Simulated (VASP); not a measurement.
Crystal: Si2Mo.

```
Si Mo
1.0
    -1.60213    1.60213    3.90810
     1.60213   -1.60213    3.90810
     1.60213    1.60213   -3.90810
Si Mo
2 1
Direct
  0.66457 0.66457 0.00000
  0.33543 0.33543 0.00000
  0.00000 0.00000 0.00000
```

```yaml
Program: VASP 6.6.1
Task: relaxation of cell and atoms
Functional: PBE
Potentials_or_basis: VASP PAW PBE potentials, release 64 (Si, Mo_sv)
Cutoff: 600 eV
k_mesh: 18 × 18 × 18
Occupations: gaussian, width 0.1 eV
Spin: no spin polarisation
```

At the start: pressure 3.5 GPa; volume 13.38 Å³/atom.

Question: Where does the relaxation end?

Answer: Over 11 steps the energy falls by 2.5 meV/atom and the volume is 13.59 Å³/atom (+1.6 %); space group I4/mmm (No. 139, to 0.1 Å) before and after.

Step by step:
```csv
step,energy change (eV),largest force (eV/Å),pressure (GPa),volume (Å³)
1,0.0000,0.0943,3.50,40.13
2,0.0115,0.0963,-5.22,41.84
3,-0.0075,0.0173,-0.05,40.78
4,-0.0075,0.0189,0.00,40.76
5,-0.0075,0.0048,0.06,40.75
6,-0.0075,0.0057,0.05,40.75
7,-0.0075,0.0069,0.05,40.75
8,-0.0075,0.0079,0.05,40.75
9,-0.0075,0.0005,-0.06,40.77
10,-0.0075,0.0024,-0.05,40.76
11,-0.0075,0.0038,-0.01,40.76
```

Final structure:
```cif
data_structure
_symmetry_space_group_name_H-M 'P 1'
_symmetry_Int_Tables_number 1
_cell_length_a 4.5471
_cell_length_b 4.5471
_cell_length_c 4.5471
_cell_angle_alpha 138.558
_cell_angle_beta 138.558
_cell_angle_gamma 60.049
_cell_volume 40.76
loop_
_atom_site_label
_atom_site_type_symbol
_atom_site_fract_x
_atom_site_fract_y
_atom_site_fract_z
_atom_site_occupancy
Si1 Si 0.66490 0.66490 0.00000 1
Si2 Si 0.33510 0.33510 0.00000 1
Mo1 Mo 0.00000 0.00000 0.00000 1
```
